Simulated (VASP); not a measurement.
# AlRh (P4/mmm) in VASP: a series of runs, part 2 of 2

VASP 6.6.1.

## 4. Single point, LDA (strain -0.0200 x Voigt [0, 1, 0, 0, 0, 0])

The input, INCAR:

```
ALGO = Fast
EDIFF = 1E-6
ENCUT = 520
GGA = CA
ISIF = 2
ISMEAR = 0
LASPH = T
LCHARG = F
LREAL = F
LWAVE = F
NBANDS = 16
NELM = 80
PREC = Accurate
SIGMA = 0.15
```

The input, KPOINTS:

```
k-points
0
Gamma
  16 16 16
```

The input, POSCAR:

```
AlRh
1.0
    2.9773224700      0.0000000000      0.0000000000
    0.0000000000      2.9177760206      0.0000000000
    0.0000000000      0.0000000000      2.9773224700
Al Rh
1 1
Direct
    0.0000000000      0.0000000000      0.0000000000
    0.5000000000      0.5000000000      0.5000000000
```

Potentials or basis: VASP PAW LDA potentials, release 64 (Al, Rh_pv).

The run is started by

```sh
cat potpaw_LDA.64/Al/POTCAR potpaw_LDA.64/Rh_pv/POTCAR > POTCAR
mpirun -np 1 vasp_std > vasp.out
```

OUTCAR:

```text
EDIFF = 1E-6
   ENCUT = 520
   GGA = CA
   ISIF = 2
   ISMEAR = 0
   LASPH = T
   LREAL = F
   NELM = 80
   PREC = Accurate

 ion  position               nearest neighbor table
   1  0.000  0.000  0.000-   2 2.56   2 2.56   2 2.56   2 2.56   2 2.56   2 2.56   2 2.56   2 2.56

   2  0.500  0.500  0.500-   1 2.56   1 2.56   1 2.56   1 2.56   1 2.56   1 2.56   1 2.56   1 2.56

  LATTYP: Found a simple tetragonal cell.
 ALAT       =     2.9773224700
 C/A-ratio  =     0.9800000000

  Lattice vectors:

 A1 = (  -2.9773224700,   0.0000000000,   0.0000000000)
 A2 = (   0.0000000000,   0.0000000000,   2.9773224700)
 A3 = (   0.0000000000,   2.9177760206,   0.0000000000)

Analysis of symmetry for initial positions (statically):
=====================================================================
 Subroutine PRICEL returns:
 Original cell was already a primitive cell.

 Routine SETGRP: Setting up the symmetry group for a
 simple tetragonal supercell.

 Subroutine GETGRP returns: Found 16 space group operations
 (whereof 16 operations were pure point group operations)
 out of a pool of 16 trial point group operations.

The static configuration has the point symmetry D_4h.

Analysis of symmetry for dynamics (positions and initial velocities):
=====================================================================
 Subroutine PRICEL returns:
 Original cell was already a primitive cell.

 Routine SETGRP: Setting up the symmetry group for a
 simple tetragonal supercell.

 Subroutine GETGRP returns: Found 16 space group operations
 (whereof 16 operations were pure point group operations)
 out of a pool of 16 trial point group operations.

The dynamic configuration has the point symmetry D_4h.

 Subroutine INISYM returns: Found 16 space group operations
 (whereof 16 operations are pure point group operations),
 and found     1 'primitive' translations
[... 112 lines left out ...]
   IALGO  =     68    algorithm
   IMIX   =      4    mixing-type and parameters
     AMIX     =   0.40;   BMIX     =  1.00
     AMIX_MAG =   1.60;   BMIX_MAG =  1.00
  volume/ion in A,a.u.               =      12.93        87.27
  Fermi-wavevector in a.u.,A,eV,Ry     =   1.450767  2.741553 28.636533  2.104726
  Thomas-Fermi vector in A             =   2.568342
   LORBIT       =      0    0 simple, 1 ext, 2 COOP (PROOUT), +10 PAW based schemes
   GGA     = CA    functional components
   LHFCALC =     F    Hartree Fock is set to
   AEXX    =    0.0000 exact exchange contribution
   IVDW    =     0    specifies the selected vdW correction
   LEPSILON=     F    determine dielectric tensor
   LRPA    =     F    only Hartree local field effects (RPA)
 non-spin polarized calculation
 RMM-DIIS sequential band-by-band and
 Gauss-broadening in eV      SIGMA  =   0.15
  energy-cutoff  :      520.00
  volume of cell :       25.86
 maximum number of plane-waves:       727
 NGX is ok and might be reduce to    24
   NGX = 11   NGY = 11   NGZ = 11

 number of electron      18.0000000 magnetization

 Free energy of the ion-electron system (eV)
  ---------------------------------------------------
  ext. energy  EPLUGINS =         0.00000000
  ---------------------------------------------------
  free energy    TOTEN  =       -15.10121575 eV

  energy without entropy =      -15.09515871  energy(sigma->0) =      -15.09818723

 E-fermi :  11.7925     XC(G=0): -12.9926

 val. band max:       11.7885669015   @ k =   0.5000   0.2500   0.3750
 cond. band min:      11.8031206252   @ k =   0.4375   0.4375   0.1250
 fundamental gap:      0.0145537237
 Fermi energy:        11.7925485699

 k-point     1 :       0.0000    0.0000    0.0000
  band No.  band energies     occupation
      1     -34.8096      2.00000
      2     -34.8096      2.00000
      3     -34.7729      2.00000
      4       0.7734      2.00000
      5       6.6305      2.00000
      6       6.6359      2.00000
[... 433 lines left out ...]
      3     -34.7914      2.00000
      4       2.7784      2.00000
      5       6.6489      2.00000
      6       7.2363      2.00000
[... 8 lines left out ...]
     15      25.4092      0.00000
     16      25.8284      0.00000

 [... further k-points ...]

------------------------ aborting loop because EDIFF is reached ----------------------------------------

  FORCE on cell =-STRESS in cart. coord.  units (eV):
  Direction    XX          YY          ZZ          XY          YZ          ZX
  --------------------------------------------------------------------------------------
  -------------------------------------------------------------------------------------
  Total       -0.4305411      0.2634286     -0.4305411      0.0000000      0.0000000      0.0000000
  in kB      -26.6699053     16.3181073    -26.6699053      0.0000000      0.0000000      0.0000000
  external PRESSURE =     -12.3405678 kB  Pullay stress =       0.0000000 kB

 VOLUME and BASIS-vectors are now :
 -----------------------------------------------------------------------------
  energy-cutoff  :      520.00
  volume of cell :       25.86
      direct lattice vectors                 reciprocal lattice vectors
     2.977322470  0.000000000  0.000000000     0.335872251  0.000000000  0.000000000
     0.000000000  2.917776021  0.000000000     0.000000000  0.342726787  0.000000000
     0.000000000  0.000000000  2.977322470     0.000000000  0.000000000  0.335872251

 POSITION                                       TOTAL-FORCE (eV/Angst)
 -----------------------------------------------------------------------------------
      0.00000      0.00000      0.00000         0.000000      0.000000      0.000000
      1.48866      1.45889      1.48866         0.000000      0.000000      0.000000
 -----------------------------------------------------------------------------------
    total drift:                                0.000000     -0.000000     -0.000000

  FREE ENERGIE OF THE ION-ELECTRON SYSTEM (eV)
  ---------------------------------------------------
  free  energy   TOTEN  =       -15.1012157456 eV

  energy  without entropy=      -15.0951587078  energy(sigma->0) =      -15.09818723
```

Wall time 2.2 min (1 thread of Intel Xeon 8259CL, shared host); peak memory 0.27 GiB.

Results:

```
Free energy            : -15.1012 eV
Pressure               : -1.2 GPa
Band gap on the k mesh : zero (bands 9 and 10 overlap by 2.62 eV)
```

Stress tensor (GPa, compression positive):
```
-2.67  0.00  0.00
 0.00  1.63  0.00
 0.00  0.00 -2.67
```

Levels at points of the mesh, in eV from the Fermi level:
| k point | band 6 | band 7 | band 8 | band 9 | band 10 | band 11 | band 12 | band 13 |
| --- | --- | --- | --- | --- | --- | --- | --- | --- |
| (0.00, 0.00, 0.00) | -5.16 | -1.85 | -1.72 | -1.72 | 4.82 | 4.82 | 5.46 | 9.66 |
| (0.50, 0.00, 0.00) | -4.47 | -3.40 | -3.17 | -1.51 | 0.17 | 6.64 | 9.79 | 10.35 |
| (0.00, 0.50, 0.00) | -4.40 | -3.40 | -3.40 | -1.61 | 0.51 | 6.64 | 9.80 | 9.80 |
| (0.50, 0.50, 0.00) | -3.04 | -2.99 | -2.63 | -2.48 | -0.53 | 3.61 | 4.57 | 9.68 |
| (0.50, 0.00, 0.50) | -2.84 | -2.84 | -2.68 | -2.68 | -0.65 | 3.33 | 4.41 | 10.15 |
| (0.50, 0.50, 0.50) | -6.05 | -0.56 | -0.42 | 1.74 | 2.79 | 2.79 | 2.92 | 6.67 |

Caveat: the cell differs from its parent crystal (strain -0.0200 x Voigt [0, 1, 0, 0, 0, 0]).

## 5. Single point, LDA (strain +0.0100 x Voigt [0, 1, 0, 0, 0, 0])

The input, INCAR:

```
SYSTEM = AlRh
ALGO     = Fast           ! electronic algorithm
EDIFF    = 1E-6           ! SCF threshold, eV
ENCUT    = 520            ! plane-wave cutoff, eV
GGA      = CA             ! functional
ISIF     = 2              ! what is computed and relaxed
ISMEAR   = 0              ! smearing method
LASPH    = .TRUE.         ! aspherical terms in the spheres
LCHARG   = .FALSE.        ! write CHGCAR
LREAL    = .FALSE.        ! projectors in reciprocal space
LWAVE    = .FALSE.        ! write WAVECAR
NBANDS   = 16             ! bands
NELM     = 80             ! most SCF steps
PREC     = Accurate       ! precision mode
SIGMA    = 0.15           ! smearing width, eV
```

The input, KPOINTS:

```
k-points
0
G
  16 16 16
  0 0 0
```

POSCAR, as its differences from that of step 4:

```diff
@@ -3,3 +3,3 @@
     2.9773224700      0.0000000000      0.0000000000
-    0.0000000000      2.9177760206      0.0000000000
+    0.0000000000      3.0070956947      0.0000000000
     0.0000000000      0.0000000000      2.9773224700
```

The run is started by

```sh
cat potpaw_LDA.64/Al/POTCAR potpaw_LDA.64/Rh_pv/POTCAR > POTCAR
mpirun -np 1 vasp_std > vasp.out
```

Wall time 2.4 min (1 thread of Intel Xeon 8259CL, shared host); peak memory 0.27 GiB.

It converged, with:

```
Free energy            : -15.0832 eV
Pressure               : -7.4 GPa
Band gap on the k mesh : zero (bands 9 and 10 overlap by 2.57 eV)
```

Stress tensor (GPa, compression positive):
```
-6.95  0.00  0.00
 0.00 -8.42  0.00
 0.00  0.00 -6.95
```

Levels at points of the mesh, in eV from the Fermi level:
| k point | band 5 | band 6 | band 7 | band 8 | band 9 | band 10 | band 11 | band 12 | band 13 | band 14 |
| --- | --- | --- | --- | --- | --- | --- | --- | --- | --- | --- |
| (0.00, 0.00, 0.00) | -4.94 | -4.94 | -1.72 | -1.72 | -1.66 | 4.74 | 5.04 | 5.04 | 9.57 | 9.59 |
| (0.50, 0.00, 0.00) | -6.59 | -4.25 | -3.27 | -3.16 | -1.51 | 0.30 | 6.70 | 9.69 | 9.96 | 11.10 |
| (0.00, 0.50, 0.00) | -6.70 | -4.28 | -3.16 | -3.16 | -1.46 | 0.15 | 6.71 | 9.96 | 9.96 | 11.22 |
| (0.50, 0.50, 0.00) | -4.49 | -2.82 | -2.80 | -2.57 | -2.50 | -0.58 | 3.34 | 4.26 | 9.70 | 13.64 |
| (0.50, 0.00, 0.50) | -4.46 | -2.89 | -2.89 | -2.48 | -2.48 | -0.53 | 3.47 | 4.33 | 9.48 | 13.49 |
| (0.50, 0.50, 0.50) | -5.84 | -5.84 | -0.52 | -0.46 | 1.58 | 2.79 | 2.85 | 2.85 | 6.61 | 6.61 |

Caveat: the cell differs from its parent crystal (strain +0.0100 x Voigt [0, 1, 0, 0, 0, 0]); the cell stands under tension.

## 6. Overview

```tsv
cell	further INCAR settings	gap on the mesh (eV)	pressure (GPa)
a = 2.977, b = 2.858 Å, 2 atoms	ALGO = Fast; EDIFF = 1e-07; NBANDS = 16	none	3.8
a = 2.977, b = 2.888 Å, 2 atoms	ALGO = Fast; EDIFF = 1e-06; NBANDS = 16	none	1.1
a = 2.977, b = 2.918 Å, 2 atoms	ALGO = Fast; EDIFF = 1e-06; NBANDS = 16	none	-1.2
a = 2.977, b = 3.007 Å, 2 atoms	ALGO = Fast; EDIFF = 1e-06; NBANDS = 16	none	-7.4
```

Alike in all rows: task single point; level LDA; potentials or basis VASP PAW LDA potentials, release 64 (Al, Rh_pv); no spin polarisation; k mesh 16 × 16 × 16; cutoff (eV) 520; smearing gaussian 0.15 eV.

Caveats: the stress differs along the axes, from 0 to 10 GPa (at least some runs); the stress differs along the axes, from -1 to 6 GPa (at least some runs); the cell stands under tension (at least some runs).

Absolute energies hang on the potentials; compare differences alone.
